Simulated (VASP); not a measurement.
# CaO (F-43m) in VASP: a series of runs

Runs on CaO. Level: r2SCAN. Tasks: single point.

All numbers are computed with VASP 6.6.1; they aren't measurements. Logs are shortened: lines on timing, memory, paths and dates and some standing lists are left out, and cuts for length are marked.

## 1. The cell of the first run

Symmetry: F-43m, No. 216, cubic system. Conventional cell: a = 5.213 Å, b = 5.213 Å, c = 5.213 Å, α = 90.00°, β = 90.00°, γ = 90.00°. Within 3.0 Å of Ca (site symmetry -43m) lie 4 O at 2.26 Å. Within 3.0 Å of O (site symmetry -43m) lie 4 Ca at 2.26 Å.

## 2. Single point, r2SCAN

POSCAR

```
CaO
1.0
    0.0000000000      2.6067317412      2.6067317412
    2.6067317412      0.0000000000      2.6067317412
    2.6067317412      2.6067317412      0.0000000000
Ca O
1 1
Direct
    0.0000000000      0.0000000000      0.0000000000
    0.2500000000      0.2500000000      0.2500000000
```

INCAR.step1

```
PREC = Accurate
ENCUT = 520
ISMEAR = 0
SIGMA = 0.01
LREAL = F
LASPH = T
NELM = 80
NBANDS = 15
GGA = PE
ALGO = Normal
EDIFF = 1E-4
LWAVE = T
LCHARG = F
```

INCAR.step2

```
PREC = Accurate
ENCUT = 520
EDIFF = 1E-7
ISMEAR = 0
SIGMA = 0.01
LREAL = F
LASPH = T
NELM = 80
ALGO = Normal
ISIF = 2
LWAVE = F
LCHARG = T
METAGGA = R2SCAN
LMIXTAU = T
LELF = T
LVHAR = T
NBANDS = 15
ISTART = 1
```

KPOINTS

```
Automatic mesh
0
Gamma
  8 8 8
```

Potentials or basis: VASP PAW PBE potentials, release 64 (Ca_sv, O).

On the command line:

```
$ cat potpaw_PBE.64/Ca_sv/POTCAR potpaw_PBE.64/O/POTCAR > POTCAR
$ cp INCAR.step1 INCAR
$ mpirun -np 1 vasp_std > vasp.out
$ cp INCAR.step2 INCAR
$ mpirun -np 1 vasp_std > vasp.out
```

OUTCAR:

```text
PREC = Accurate
   ENCUT = 520
   EDIFF = 1E-7
   ISMEAR = 0
   LREAL = F
   LASPH = T
   NELM = 80
   ISIF = 2
   METAGGA = R2SCAN
   ISTART = 1

 ion  position               nearest neighbor table
   1  0.000  0.000  0.000-   2 2.26   2 2.26   2 2.26   2 2.26
   2  0.250  0.250  0.250-   1 2.26   1 2.26   1 2.26   1 2.26

  LATTYP: Found a face centered cubic cell.
 ALAT       =     5.2134634824

  Lattice vectors:

 A1 = (   0.0000000000,   2.6067317412,   2.6067317412)
 A2 = (   2.6067317412,   0.0000000000,   2.6067317412)
 A3 = (   2.6067317412,   2.6067317412,   0.0000000000)

Analysis of symmetry for initial positions (statically):
=====================================================================
 Subroutine PRICEL returns:
 Original cell was already a primitive cell.

 Routine SETGRP: Setting up the symmetry group for a
 face centered cubic supercell.

 Subroutine GETGRP returns: Found 24 space group operations
 (whereof 24 operations were pure point group operations)
 out of a pool of 48 trial point group operations.

The static configuration has the point symmetry T_d .

Analysis of symmetry for dynamics (positions and initial velocities):
=====================================================================
 Subroutine PRICEL returns:
 Original cell was already a primitive cell.

 Routine SETGRP: Setting up the symmetry group for a
 face centered cubic supercell.

 Subroutine GETGRP returns: Found 24 space group operations
 (whereof 24 operations were pure point group operations)
 out of a pool of 48 trial point group operations.

The dynamic configuration has the point symmetry T_d .

 Subroutine INISYM returns: Found 24 space group operations
 (whereof 24 operations are pure point group operations),
 and found     1 'primitive' translations

----------------------------------------------------------------------------------------

                                     Primitive cell

  volume of cell :      35.4257

  direct lattice vectors                    reciprocal lattice vectors
     0.000000000  2.606731741  2.606731741    -0.191811068  0.191811068  0.191811068
     2.606731741  0.000000000  2.606731741     0.191811068 -0.191811068  0.191811068
     2.606731741  2.606731741  0.000000000     0.191811068  0.191811068 -0.191811068

  length of vectors
     3.686475382  3.686475382  3.686475382     0.332226516  0.332226516  0.332226516

  position of ions in fractional coordinates (direct lattice)
     0.000000000  0.000000000  0.000000000
     0.250000000  0.250000000  0.250000000

  ion indices of the primitive-cell ions
   primitive index   ion index
                 1           1
                 2           2

----------------------------------------------------------------------------------------

 KPOINTS: Automatic mesh

Automatic generation of k-mesh.
 Grid dimensions read from file:
 generate k-points for:    8    8    8

 Generating k-lattice:

  Cartesian coordinates                     Fractional coordinates (reciprocal lattice)
    -0.023976384  0.023976384  0.023976384     0.125000000  0.000000000  0.000000000
     0.023976384 -0.023976384  0.023976384     0.000000000  0.125000000  0.000000000
     0.023976384  0.023976384 -0.023976384     0.000000000  0.000000000  0.125000000

  Length of vectors
     0.041528314  0.041528314  0.041528314

  Shift w.r.t. Gamma in fractional coordinates (k-lattice)
     0.000000000  0.000000000  0.000000000

 Subroutine IBZKPT returns following result:
 ===========================================

 Found     29 irreducible k-points:

 Following reciprocal coordinates:
            Coordinates               Weight
  0.000000  0.000000  0.000000      1.000000
  0.125000  0.000000  0.000000      8.000000
  0.250000  0.000000  0.000000      8.000000
  0.375000  0.000000  0.000000      8.000000
  0.500000  0.000000  0.000000      4.000000
  0.125000  0.125000  0.000000      6.000000
[... 16 lines left out ...]
  0.500000  0.250000  0.125000     48.000000
 -0.375000  0.250000  0.125000     24.000000
 [... further k-points ...]
   k-points           NKPTS =     29   k-points in BZ     NKDIM =     29   number of bands    NBANDS=     15
   number of dos      NEDOS =    301   number of ions     NIONS =      2
   total plane-waves  NPLWV =  21952
   dimension x,y,z NGX =    28 NGY =   28 NGZ =   28
   dimension x,y,z NGXF=    56 NGYF=   56 NGZF=   56
   ions per type =               1   1
   NGX,Y,Z   is equivalent  to a cutoff of  12.63, 12.63, 12.63 a.u.
   NGXF,Y,Z  is equivalent  to a cutoff of  25.25, 25.25, 25.25 a.u.
 SYSTEM =  unknown system
   PREC   = accura    normal or accurate (medium, high low for compatibility)
   ISTART =      1    job   : 0-new  1-cont  2-samecut
   ICHARG =      0    charge: 1-file 2-atom 10-const
   ISPIN  =      1    spin polarized calculation?
   LNONCOLLINEAR =      F non collinear calculations
   LSORBIT =      F    spin-orbit coupling
   LASPH  =      T    aspherical Exc in radial PAW
   ENCUT  =  520.0 eV  38.22 Ry    6.18 a.u.   6.85  6.85  6.85*2*pi/ulx,y,z
   NELM   =     80;   NELMIN=  2; NELMDL=  0     # of ELM steps
   EDIFF  = 0.1E-06   stopping-criterion for ELM
   LREAL  =      F    real-space projection
   EDIFFG = 0.1E-05   stopping-criterion for IOM
   NSW    =      0    number of steps for IOM
   IBRION =     -1    ionic relax: 0-MD 1-quasi-New 2-CG
   NFREE  =      0    steps in history (QN), initial steepest desc. (CG)
   ISIF   =      2    stress and relaxation
   ISYM   =      2    0-nonsym 1-usesym 2-fastsym
   POTIM  = 0.5000    time-step for ionic-motion
   TEBEG  =    0.0;   TEEND  =   0.0 temperature during run
   PSTRESS=    0.0 pullay stress
   NELECT =      16.0000    total number of electrons
   NUPDOWN=      -1.0000    fix difference up-down
   EMIN   =  10.00;   EMAX   =-10.00  energy-range for DOS
   EFERMI =   0.00;   METHOD = LEGACY
   ISMEAR =     0;   SIGMA  =   0.01  broadening in eV -4-tet -1-fermi 0-gaus
   EFERMI_NEDOS =   21; number of points for ismear=-14 and -15
   IALGO  =     38    algorithm
   IMIX   =      4    mixing-type and parameters
     AMIX     =   0.40;   BMIX     =  1.00
     AMIX_MAG =   1.60;   BMIX_MAG =  1.00
  volume/ion in A,a.u.               =      17.71       119.53
  Fermi-wavevector in a.u.,A,eV,Ry     =   1.256055  2.373599 21.465543  1.577673
  Thomas-Fermi vector in A             =   2.389781
   LORBIT       =      0    0 simple, 1 ext, 2 COOP (PROOUT), +10 PAW based schemes
   METAGGA = R2SCAN    functional components
   LHFCALC =     F    Hartree Fock is set to
   AEXX    =    0.0000 exact exchange contribution
   IVDW    =     0    specifies the selected vdW correction
   LEPSILON=     F    determine dielectric tensor
   LRPA    =     F    only Hartree local field effects (RPA)
 non-spin polarized calculation
 Gauss-broadening in eV      SIGMA  =   0.01
  energy-cutoff  :      520.00
  volume of cell :       35.43
 maximum number of plane-waves:       961
   NGX = 13   NGY = 13   NGZ = 13

 number of electron      15.9999998 magnetization

 Free energy of the ion-electron system (eV)
  ---------------------------------------------------
  ext. energy  EPLUGINS =         0.00000000
  ---------------------------------------------------
  free energy    TOTEN  =       -18.94018668 eV

  energy without entropy =      -18.94018668  energy(sigma->0) =      -18.94018668

 E-fermi :   0.2755     XC(G=0):  -9.5810

 val. band max:        0.1465640306   @ k =  -0.2500   0.5000   0.2500
 cond. band min:       3.8797768093   @ k =   0.0000   0.0000   0.0000
 fundamental gap:      3.7332127787
 Fermi energy:         0.2754542909

 k-point     1 :       0.0000    0.0000    0.0000
  band No.  band energies     occupation
      1     -38.4129      2.00000
      2     -18.4727      2.00000
      3     -18.4727      2.00000
      4     -18.4726      2.00000
      5     -15.6065      2.00000
      6      -0.4783      2.00000
      7      -0.4783      2.00000
      8      -0.4783      2.00000
      9       3.8798      0.00000
     10       8.8010      0.00000
     11       8.8010      0.00000
     12      10.4326      0.00000
     13      10.4326      0.00000
     14      10.4326      0.00000
     15      17.5288      0.00000

 k-point     2 :       0.1250    0.0000    0.0000
  band No.  band energies     occupation
      1     -38.4062      2.00000
      2     -18.6132      2.00000
      3     -18.4808      2.00000
      4     -18.4808      2.00000
      5     -15.4695      2.00000
      6      -0.6405      2.00000
      7      -0.4348      2.00000
      8      -0.4348      2.00000
      9       4.4235      0.00000
     10       8.6147      0.00000
     11       8.6147      0.00000
     12      10.1882      0.00000
     13      10.5999      0.00000
     14      10.5999      0.00000
     15      15.7455      0.00000

 k-point     3 :       0.2500    0.0000    0.0000
  band No.  band energies     occupation
      1     -38.3900      2.00000
      2     -18.9070      2.00000
      3     -18.5003      2.00000
      4     -18.5003      2.00000
      5     -15.1903      2.00000
      6      -0.8462      2.00000
      7      -0.3366      2.00000
      8      -0.3366      2.00000
      9       5.5570      0.00000
     10       8.4293      0.00000
     11       8.4293      0.00000
     12       9.7101      0.00000
     13      10.6955      0.00000
     14      10.6955      0.00000
     15      13.7444      0.00000

 k-point     4 :       0.3750    0.0000    0.0000
  band No.  band energies     occupation
      1     -38.3737      2.00000
      2     -19.1578      2.00000
      3     -18.5197      2.00000
      4     -18.5196      2.00000
      5     -14.9622      2.00000
      6      -0.8738      2.00000
      7      -0.2489      2.00000
      8      -0.2489      2.00000
      9       6.4475      0.00000
     10       8.5262      0.00000
     11       8.5262      0.00000
     12       9.2427      0.00000
     13      10.4541      0.00000
     14      10.4542      0.00000
     15      12.8031      0.00000
[... 307 lines left out ...]
 k-point    22 :       0.3750    0.2500    0.1250
  band No.  band energies     occupation
      1     -38.3779      2.00000
      2     -19.0353      2.00000
      3     -18.5773      2.00000
      4     -18.5264      2.00000
      5     -14.9992      2.00000
      6      -0.9628      2.00000
      7      -0.2597      2.00000
      8      -0.2045      2.00000
      9       6.1433      0.00000
     10       7.3741      0.00000
     11       9.0047      0.00000
     12       9.9136      0.00000
     13      10.6050      0.00000
     14      10.8082      0.00000
     15      14.3765      0.00000

 k-point    23 :       0.5000    0.2500    0.1250
  band No.  band energies     occupation
      1     -38.3648      2.00000
      2     -19.1886      2.00000
      3     -18.6296      2.00000
      4     -18.5487      2.00000
      5     -14.8215      2.00000
      6      -0.8304      2.00000
      7      -0.3130      2.00000
      8      -0.1025      2.00000
      9       6.2107      0.00000
     10       7.5167      0.00000
     11       8.9309      0.00000
     12      10.0372      0.00000
     13      10.5621      0.00000
     14      11.0451      0.00000
     15      13.5716      0.00000

 k-point    24 :      -0.3750    0.2500    0.1250
  band No.  band energies     occupation
      1     -38.3594      2.00000
      2     -19.2479      2.00000
      3     -18.6493      2.00000
      4     -18.5600      2.00000
      5     -14.7536      2.00000
      6      -0.6883      2.00000
      7      -0.3953      2.00000
      8      -0.0609      2.00000
      9       6.0871      0.00000
     10       7.6477      0.00000
     11       8.8325      0.00000
     12      10.2217      0.00000
     13      10.4258      0.00000
     14      11.4023      0.00000
     15      13.1543      0.00000

 [... further k-points ...]
[... 5 lines left out ...]
  --------------------------------------------------------------------------------------
  -------------------------------------------------------------------------------------
  Total        0.1985513      0.1985513      0.1985513      0.0000000      0.0000000     -0.0000000
  in kB        8.9797500      8.9797500      8.9797500      0.0000000      0.0000000     -0.0000000
  external PRESSURE =       8.9797500 kB  Pullay stress =       0.0000000 kB

 VOLUME and BASIS-vectors are now :
 -----------------------------------------------------------------------------
  energy-cutoff  :      520.00
  volume of cell :       35.43
      direct lattice vectors                 reciprocal lattice vectors
     0.000000000  2.606731741  2.606731741    -0.191811068  0.191811068  0.191811068
     2.606731741  0.000000000  2.606731741     0.191811068 -0.191811068  0.191811068
     2.606731741  2.606731741  0.000000000     0.191811068  0.191811068 -0.191811068

 POSITION                                       TOTAL-FORCE (eV/Angst)
 -----------------------------------------------------------------------------------
      0.00000      0.00000      0.00000         0.000000     -0.000000     -0.000000
      1.30337      1.30337      1.30337        -0.000000      0.000000      0.000000
 -----------------------------------------------------------------------------------
    total drift:                               -0.000000     -0.000000     -0.000000

  FREE ENERGIE OF THE ION-ELECTRON SYSTEM (eV)
  ---------------------------------------------------
  free  energy   TOTEN  =       -18.9401866759 eV

  energy  without entropy=      -18.9401866759  energy(sigma->0) =      -18.94018668
```

Wall time 62 s (1 thread of Intel Xeon 6975P-C (Granite Rapids), shared host); peak memory 0.17 GiB.

What came out:

- Free energy: -18.9402 eV
- Pressure: 0.9 GPa
- Band gap on the k mesh: 3.73 eV, indirect (least direct gap 4.36 eV)

Levels at points of the mesh, in eV from the valence-band top:
| k point | band 6 | band 7 | band 8 | band 9 | band 10 | band 11 |
| --- | --- | --- | --- | --- | --- | --- |
| (0.00, 0.00, 0.00) | -0.62 | -0.62 | -0.62 | 3.73 | 8.65 | 8.65 |
| (0.50, 0.00, 0.00) | -0.99 | -0.36 | -0.36 | 6.58 | 8.53 | 8.53 |
| (0.50, 0.50, 0.00) | -1.42 | 0.00 | 0.00 | 5.34 | 7.21 | 9.74 |

Caveat: the PAW data sets were made with another functional, which shifts forces and pressure a little.

(Continued in part 2 of 2.)
